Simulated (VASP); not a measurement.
# NaTi2Pt3 (P-3m1) in VASP: a series of runs

The runs below take NaTi2Pt3 through single point, with PBE.

All numbers are computed with VASP 6.6.1; they aren't measurements. Logs are shortened: lines on timing, memory, paths and dates and some standing lists are left out, and cuts for length are marked.

**1. The cell of the first run**

The structure is trigonal, space group P-3m1 (No. 164). Conventional cell: a = 4.490 Å, b = 4.490 Å, c = 5.912 Å, α = 90.00°, β = 90.00°, γ = 120.00°. Within 3.9 Å of Na (site symmetry -3m) lie 8 Pt at 2.96 to 2.98 Å and 6 Ti at 3.21 Å. Ti (site symmetry 3m) has 8 Pt at 2.55 to 3.36 Å and 3 Na at 3.21 Å and 3 Ti at 3.36 Å within 3.4 Å. Pt (site symmetry 3m) has 5 Ti at 2.55 to 3.36 Å and 3 Na at 2.98 Å and 3 Pt at 2.99 Å within 3.4 Å. Pt (site symmetry -3m) has 6 Ti at 2.80 Å and 2 Na at 2.96 Å and 6 Pt at 2.99 Å within 3.7 Å.

**2. Single point, PBE**

Contents of INCAR:

```
SYSTEM = NaTi2Pt3
  PREC = Accurate
  ENCUT = 520
  EDIFF = 1E-6
  ISMEAR = 0
  SIGMA = 0.1
  LREAL = .False.
  LASPH = .True.
  NELM = 60
  ALGO = Fast
  ISIF = 2
  LWAVE = .False.
  LCHARG = .False.
  GGA = PE
  NBANDS = 40
```

Contents of KPOINTS:

```
regular mesh
0
Gamma
  12 12 6
  0 0 0
```

Contents of POSCAR:

```
NaTi2Pt3
1.0
    4.4897708442      0.0000000000      0.0000000000
   -2.2448854221      3.8882556083      0.0000000000
    0.0000000000      0.0000000000      5.9116386269
Na Ti Pt
1 2 3
Direct
    0.0000000000      0.0000000000      0.0000000000
    0.6666666667      0.3333333333      0.3195986530
    0.3333333333      0.6666666667      0.6804013470
    0.3333333333      0.6666666667      0.2490245739
    0.0000000000      0.0000000000      0.5000000000
    0.6666666667      0.3333333333      0.7509754261
```

Potentials or basis: VASP PAW PBE potentials, release 64 (Na_pv, Ti_sv, Pt).

Launch:

```sh
$ cat potpaw_PBE.64/Na_pv/POTCAR potpaw_PBE.64/Ti_sv/POTCAR potpaw_PBE.64/Pt/POTCAR > POTCAR
$ mpirun -np 1 vasp_std > vasp.out
```

OUTCAR:

```text
SYSTEM = NaTi2Pt3
   PREC = Accurate
   ENCUT = 520
   EDIFF = 1E-6
   ISMEAR = 0
   LREAL = .False.
   LASPH = .True.
   NELM = 60
   ISIF = 2
   GGA = PE

 ion  position               nearest neighbor table
   1  0.000  0.000  0.000-   5 2.96   5 2.96   6 2.98   4 2.98   6 2.98   4 2.98   6 2.98   4 2.98

   2  0.667  0.333  0.320-   6 2.55   4 2.63   4 2.63   4 2.63   5 2.80   5 2.80   5 2.80
   3  0.333  0.667  0.680-   4 2.55   6 2.63   6 2.63   6 2.63   5 2.80   5 2.80   5 2.80
   4  0.333  0.667  0.249-   3 2.55   2 2.63   2 2.63   2 2.63   1 2.98   1 2.98   1 2.98   5 2.99
                             5 2.99   5 2.99
   5  0.000  0.000  0.500-   2 2.80   3 2.80   2 2.80   3 2.80   2 2.80   3 2.80   1 2.96   1 2.96
                             6 2.99   4 2.99   6 2.99   4 2.99   4 2.99   6 2.99
   6  0.667  0.333  0.751-   2 2.55   3 2.63   3 2.63   3 2.63   1 2.98   1 2.98   1 2.98   5 2.99
                             5 2.99   5 2.99

  LATTYP: Found a hexagonal cell.
 ALAT       =     4.4897708442
 C/A-ratio  =     1.3166905020

  Lattice vectors:

 A1 = (   4.4897708442,   0.0000000000,   0.0000000000)
 A2 = (  -2.2448854221,   3.8882556083,   0.0000000000)
 A3 = (   0.0000000000,   0.0000000000,   5.9116386269)

Analysis of symmetry for initial positions (statically):
=====================================================================
 Subroutine PRICEL returns:
 Original cell was already a primitive cell.

 Routine SETGRP: Setting up the symmetry group for a
 hexagonal supercell.

 Subroutine GETGRP returns: Found 12 space group operations
 (whereof 12 operations were pure point group operations)
 out of a pool of 24 trial point group operations.

The static configuration has the point symmetry D_3d.

Analysis of symmetry for dynamics (positions and initial velocities):
=====================================================================
 Subroutine PRICEL returns:
 Original cell was already a primitive cell.

 Routine SETGRP: Setting up the symmetry group for a
 hexagonal supercell.

 Subroutine GETGRP returns: Found 12 space group operations
 (whereof 12 operations were pure point group operations)
 out of a pool of 24 trial point group operations.

The dynamic configuration has the point symmetry D_3d.

 Subroutine INISYM returns: Found 12 space group operations
 (whereof 12 operations are pure point group operations),
 and found     1 'primitive' translations

----------------------------------------------------------------------------------------

                                     Primitive cell

  volume of cell :     103.2017

  direct lattice vectors                    reciprocal lattice vectors
     4.489770844  0.000000000  0.000000000     0.222728517  0.128592369  0.000000000
    -2.244885422  3.888255608  0.000000000     0.000000000  0.257184738  0.000000000
     0.000000000  0.000000000  5.911638627     0.000000000  0.000000000  0.169157836

  length of vectors
     4.489770844  4.489770844  5.911638627     0.257184738  0.257184738  0.169157836

  position of ions in fractional coordinates (direct lattice)
     0.000000000  0.000000000  0.000000000
     0.666666667  0.333333333  0.319598653
     0.333333333  0.666666667  0.680401347
     0.333333333  0.666666667  0.249024574
     0.000000000  0.000000000  0.500000000
     0.666666667  0.333333333  0.750975426

  ion indices of the primitive-cell ions
   primitive index   ion index
                 1           1
                 2           2
                 3           3
                 4           4
                 5           5
                 6           6

----------------------------------------------------------------------------------------

 KPOINTS: regular mesh

Automatic generation of k-mesh.
 Grid dimensions read from file:
 generate k-points for:   12   12    6

 Generating k-lattice:

  Cartesian coordinates                     Fractional coordinates (reciprocal lattice)
     0.018560710  0.010716031  0.000000000     0.083333333  0.000000000  0.000000000
     0.000000000  0.021432062  0.000000000     0.000000000  0.083333333  0.000000000
     0.000000000  0.000000000  0.028192973     0.000000000  0.000000000  0.166666667

  Length of vectors
     0.021432062  0.021432062  0.028192973

  Shift w.r.t. Gamma in fractional coordinates (k-lattice)
     0.000000000  0.000000000  0.000000000

 Subroutine IBZKPT returns following result:
 ===========================================

 Found    100 irreducible k-points:

 Following reciprocal coordinates:
            Coordinates               Weight
  0.000000  0.000000  0.000000      1.000000
  0.083333  0.000000  0.000000      6.000000
  0.166667  0.000000  0.000000      6.000000
  0.250000  0.000000  0.000000      6.000000
  0.333333  0.000000  0.000000      6.000000
  0.416667  0.000000  0.000000      6.000000
[... 16 lines left out ...]
  0.166667  0.000000  0.166667      6.000000
  0.000000  0.166667  0.166667      6.000000
 [... further k-points ...]
   k-points           NKPTS =    100   k-points in BZ     NKDIM =    100   number of bands    NBANDS=     40
   number of dos      NEDOS =    301   number of ions     NIONS =      6
   total plane-waves  NPLWV =  62208
   dimension x,y,z NGX =    36 NGY =   36 NGZ =   48
   dimension x,y,z NGXF=    72 NGYF=   72 NGZF=   96
   ions per type =               1   2   3
   NGX,Y,Z   is equivalent  to a cutoff of  13.33, 13.33, 13.50 a.u.
   NGXF,Y,Z  is equivalent  to a cutoff of  26.66, 26.66, 27.00 a.u.
 SYSTEM =  NaTi2Pt3
   PREC   = accura    normal or accurate (medium, high low for compatibility)
   ISTART =      0    job   : 0-new  1-cont  2-samecut
   ICHARG =      2    charge: 1-file 2-atom 10-const
   ISPIN  =      1    spin polarized calculation?
   LNONCOLLINEAR =      F non collinear calculations
   LSORBIT =      F    spin-orbit coupling
   LASPH  =      T    aspherical Exc in radial PAW
   ENCUT  =  520.0 eV  38.22 Ry    6.18 a.u.   8.35  8.35 10.99*2*pi/ulx,y,z
   NELM   =     60;   NELMIN=  2; NELMDL= -5     # of ELM steps
   EDIFF  = 0.1E-05   stopping-criterion for ELM
   LREAL  =      F    real-space projection
   EDIFFG = 0.1E-04   stopping-criterion for IOM
   NSW    =      0    number of steps for IOM
   IBRION =     -1    ionic relax: 0-MD 1-quasi-New 2-CG
   NFREE  =      0    steps in history (QN), initial steepest desc. (CG)
   ISIF   =      2    stress and relaxation
   ISYM   =      2    0-nonsym 1-usesym 2-fastsym
   POTIM  = 0.5000    time-step for ionic-motion
   TEBEG  =    0.0;   TEEND  =   0.0 temperature during run
   PSTRESS=    0.0 pullay stress
   NELECT =      61.0000    total number of electrons
   NUPDOWN=      -1.0000    fix difference up-down
   EMIN   =  10.00;   EMAX   =-10.00  energy-range for DOS
   EFERMI =   0.00;   METHOD = LEGACY
   ISMEAR =     0;   SIGMA  =   0.10  broadening in eV -4-tet -1-fermi 0-gaus
   EFERMI_NEDOS =   21; number of points for ismear=-14 and -15
   IALGO  =     68    algorithm
   IMIX   =      4    mixing-type and parameters
     AMIX     =   0.40;   BMIX     =  1.00
     AMIX_MAG =   1.60;   BMIX_MAG =  1.00
  volume/ion in A,a.u.               =      17.20       116.07
  Fermi-wavevector in a.u.,A,eV,Ry     =   1.373902  2.596299 25.682456  1.887607
  Thomas-Fermi vector in A             =   2.499377
   LORBIT       =      0    0 simple, 1 ext, 2 COOP (PROOUT), +10 PAW based schemes
   GGA     = PE    functional components
   LHFCALC =     F    Hartree Fock is set to
   AEXX    =    0.0000 exact exchange contribution
   IVDW    =     0    specifies the selected vdW correction
   LEPSILON=     F    determine dielectric tensor
   LRPA    =     F    only Hartree local field effects (RPA)
 non-spin polarized calculation
 RMM-DIIS sequential band-by-band and
 Gauss-broadening in eV      SIGMA  =   0.10
  energy-cutoff  :      520.00
  volume of cell :      103.20
 maximum number of plane-waves:      2854
 NGX is ok and might be reduce to    36
   NGX = 17   NGY = 17   NGZ = 21

 number of electron      61.0000014 magnetization

 Free energy of the ion-electron system (eV)
  ---------------------------------------------------
  ext. energy  EPLUGINS =         0.00000000
  ---------------------------------------------------
  free energy    TOTEN  =       -38.93279742 eV

  energy without entropy =      -38.91231594  energy(sigma->0) =      -38.92255668

 E-fermi :   7.9648     XC(G=0): -11.6086

 val. band max:        7.9577124844   @ k =   0.3333   0.0000   0.3333
 cond. band min:       7.9669886997   @ k =   0.0000   0.4167   0.3333
 fundamental gap:      0.0092762154
 Fermi energy:         7.9647953594

 k-point     1 :       0.0000    0.0000    0.0000
  band No.  band energies     occupation
      1     -49.7004      2.00000
      2     -49.6905      2.00000
      3     -25.9870      2.00000
      4     -25.9379      2.00000
      5     -25.9282      2.00000
      6     -25.9282      2.00000
[... 32 lines left out ...]
     39      10.5825      0.00000
     40      14.2144      0.00000

 k-point     2 :       0.0833    0.0000    0.0000
  band No.  band energies     occupation
      1     -49.7001      2.00000
      2     -49.6906      2.00000
      3     -25.9865      2.00000
      4     -25.9416      2.00000
      5     -25.9282      2.00000
      6     -25.9248      2.00000
[... 32 lines left out ...]
     39      10.6089      0.00000
     40      13.5379      0.00000

 k-point     3 :       0.1667    0.0000    0.0000
  band No.  band energies     occupation
      1     -49.6995      2.00000
      2     -49.6909      2.00000
      3     -25.9852      2.00000
      4     -25.9480      2.00000
      5     -25.9281      2.00000
      6     -25.9198      2.00000
[... 853 lines left out ...]
  band No.  band energies     occupation
      1     -49.6995      2.00000
      2     -49.6909      2.00000
      3     -25.9853      2.00000
      4     -25.9486      2.00000
      5     -25.9281      2.00000
      6     -25.9198      2.00000
[... 32 lines left out ...]
     39      11.1893      0.00000
     40      12.8067      0.00000

 k-point    24 :       0.0000    0.1667    0.1667
  band No.  band energies     occupation
      1     -49.6995      2.00000
      2     -49.6909      2.00000
      3     -25.9854      2.00000
      4     -25.9486      2.00000
      5     -25.9281      2.00000
      6     -25.9198      2.00000
[... 32 lines left out ...]
     39      11.1360      0.00000
     40      12.1115      0.00000

 [... further k-points ...]

------------------------ aborting loop because EDIFF is reached ----------------------------------------

  FORCE on cell =-STRESS in cart. coord.  units (eV):
  Direction    XX          YY          ZZ          XY          YZ          ZX
  --------------------------------------------------------------------------------------
  -------------------------------------------------------------------------------------
  Total       -0.0554460     -0.0554460     -0.0424981     -0.0000000      0.0000000      0.0000000
  in kB       -0.8607830     -0.8607830     -0.6597718     -0.0000000      0.0000000      0.0000000
  external PRESSURE =      -0.7937792 kB  Pullay stress =       0.0000000 kB

 VOLUME and BASIS-vectors are now :
 -----------------------------------------------------------------------------
  energy-cutoff  :      520.00
  volume of cell :      103.20
      direct lattice vectors                 reciprocal lattice vectors
     4.489770844  0.000000000  0.000000000     0.222728517  0.128592369  0.000000000
    -2.244885422  3.888255608  0.000000000     0.000000000  0.257184738  0.000000000
     0.000000000  0.000000000  5.911638627     0.000000000  0.000000000  0.169157836

 POSITION                                       TOTAL-FORCE (eV/Angst)
 -----------------------------------------------------------------------------------
      0.00000      0.00000      0.00000         0.000000      0.000000      0.000000
      2.24489      1.29609      1.88935        -0.000000      0.000000      0.005900
     -0.00000      2.59217      4.02229         0.000000      0.000000     -0.005900
     -0.00000      2.59217      1.47214         0.000000      0.000000      0.005701
      0.00000      0.00000      2.95582         0.000000      0.000000      0.000000
      2.24489      1.29609      4.43950         0.000000     -0.000000     -0.005701
 -----------------------------------------------------------------------------------
    total drift:                               -0.000000      0.000000      0.000000

  FREE ENERGIE OF THE ION-ELECTRON SYSTEM (eV)
  ---------------------------------------------------
  free  energy   TOTEN  =       -38.9327974189 eV

  energy  without entropy=      -38.9123159381  energy(sigma->0) =      -38.92255668
```

Wall time 12 min (1 thread of Intel Xeon 6975P-C (Granite Rapids), shared host); peak memory 0.5 GiB.

What came out:

* Free energy: -38.9328 eV
* Pressure: -0.1 GPa
* Largest force: 0.006 eV/Å
* Band gap on the k mesh: zero (an odd number of electrons rules out a gap without spin polarisation)

Forces in eV/Å, atoms in the order of the input:
```
Na   0.000  0.000  0.000
Ti   0.000  0.000  0.006
Ti   0.000  0.000 -0.006
Pt   0.000  0.000  0.006
Pt   0.000  0.000  0.000
Pt   0.000  0.000 -0.006
```

Caveat: spin-orbit coupling is left out, which moves the levels of the heavy elements.

**3. Single point, PBE, collinear spin**

Contents of INCAR:

```
SYSTEM = NaTi2Pt3
ALGO = Normal
EDIFF = 1E-6
ENCUT = 520
GGA = PE
ISIF = 2
ISMEAR = 0
ISPIN = 2
LASPH = .TRUE.
LCHARG = .TRUE.
LELF = .TRUE.
LMAXMIX = 4
LORBIT = 11
LREAL = .FALSE.
LVHAR = .TRUE.
LWAVE = .FALSE.
MAGMOM = 0 1 1 0 0 0
NBANDS = 44
NELM = 150
PREC = Accurate
SIGMA = 0.1
```

Contents of KPOINTS:

```
k-points
0
G
  6 6 4
  0 0 0
```

Contents of POSCAR:

```
NaTi2Pt3
1.0
    4.4847468072      0.0000000000      0.0000000000
   -2.2423734036      3.8839046646      0.0000000000
    0.0000000000      0.0000000000      5.9175138871
Na Ti Pt
1 2 3
Direct
    0.0000000000      0.0000000000      0.0000000000
    0.6666666667      0.3333333333      0.3205261758
    0.3333333333      0.6666666667      0.6794738242
    0.3333333333      0.6666666667      0.2475588865
    0.0000000000      0.0000000000      0.5000000000
    0.6666666667      0.3333333333      0.7524411135
```

Potentials or basis: VASP PAW PBE potentials, release 64 (Na_pv, Ti_sv, Pt).

Launch:

```sh
$ cat potpaw_PBE.64/Na_pv/POTCAR potpaw_PBE.64/Ti_sv/POTCAR potpaw_PBE.64/Pt/POTCAR > POTCAR
$ mpirun -np 1 vasp_std > vasp.out
```

Run time: 2.1 min. Hardware: 1 thread of Intel Xeon 6975P-C (Granite Rapids), shared host; peak memory 0.39 GiB.

Results (log left out):

* Free energy: -38.9260 eV
* Pressure: 0.0 GPa
* Largest force: 0.011 eV/Å
* Net moment: 0.00 μB per cell
* Valence electrons inside the program's atomic spheres: Na 6.13; Ti 10.17; Pt 9.35, 9.30 (each value once)

Forces in eV/Å, atoms in the order of the input:
```
Na   0.000  0.000  0.000
Ti   0.000  0.000 -0.001
Ti   0.000  0.000  0.001
Pt   0.000  0.000 -0.011
Pt   0.000  0.000  0.000
Pt   0.000  0.000  0.011
```

Stress tensor (GPa, compression positive):
```
-0.08  0.00  0.00
 0.00 -0.08  0.00
 0.00  0.00  0.11
```

Levels at points of the mesh, in eV from the Fermi level:
Spin up:
```
           k point  band 28  band 29  band 30  band 31  band 32  band 33  band 34  band 35
(0.00, 0.00, 0.00)    -1.92    -0.91    -0.44    -0.44     0.93     0.93     1.27     1.27
(0.50, 0.00, 0.00)    -1.53    -0.56    -0.45     0.55     0.91     1.05     1.07     1.17
(0.00, 0.00, 0.50)    -1.43    -1.09    -0.88    -0.88     0.73     0.73     1.04     1.29
(0.50, 0.00, 0.50)    -2.13    -1.77    -0.71     0.23     0.61     0.77     1.03     1.10
```
Spin down:
| k point | band 27 | band 28 | band 29 | band 30 | band 31 | band 32 | band 33 | band 34 | band 35 | band 36 |
| --- | --- | --- | --- | --- | --- | --- | --- | --- | --- | --- |
| (0.00, 0.00, 0.00) | -1.92 | -1.92 | -0.91 | -0.44 | -0.44 | 0.93 | 0.93 | 1.27 | 1.27 | 1.62 |
| (0.50, 0.00, 0.00) | -1.91 | -1.53 | -0.56 | -0.45 | 0.55 | 0.91 | 1.05 | 1.07 | 1.17 | 1.22 |
| (0.00, 0.00, 0.50) | -1.43 | -1.43 | -1.09 | -0.88 | -0.88 | 0.73 | 0.73 | 1.04 | 1.29 | 1.29 |
| (0.50, 0.00, 0.50) | -2.21 | -2.13 | -1.77 | -0.71 | 0.23 | 0.61 | 0.77 | 1.03 | 1.10 | 1.35 |

Caveat: spin-orbit coupling is left out, which moves the levels of the heavy elements.

The gap in the log of VASP goes by the Fermi energy; the results here count the filled bands.